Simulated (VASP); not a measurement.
Runs of VASP 6.6.1 on Te. The structure is that of space group R-3m (No. 166), or close to it. The cells are those of the table. 

| cell | gap on the mesh (eV) | pressure (GPa) |
| --- | --- | --- |
| a = 3.113 Å, angles 87.6°, 1 atom | none | (a) |
| a = 3.117 Å, angles 93.6°, 1 atom | none | 4.7 |
| a = 3.143 Å, angles 87.6°, 1 atom | none | 3.0 |
| a = 3.114 Å, angles 92.7°, 1 atom | none | (b) |
| a = 3.147 Å, angles 93.6°, 1 atom | none | 2.8 |

Alike in all rows: task single point; level PBE; potentials or basis VASP PAW PBE potentials, release 64 (Te); no spin polarisation; k mesh 15 × 15 × 15; cutoff (eV) 520; smearing gaussian 0.15 eV.

Estimate the missing entries.

(a) 5.0; (b) 4.9.

Caveats: spin-orbit coupling is left out, which moves the levels of the heavy elements.

A k mesh can miss the band edges, and the runs leave out spin-orbit coupling on Te.

A gap of «none» marks levels without a gap at the run's occupations.
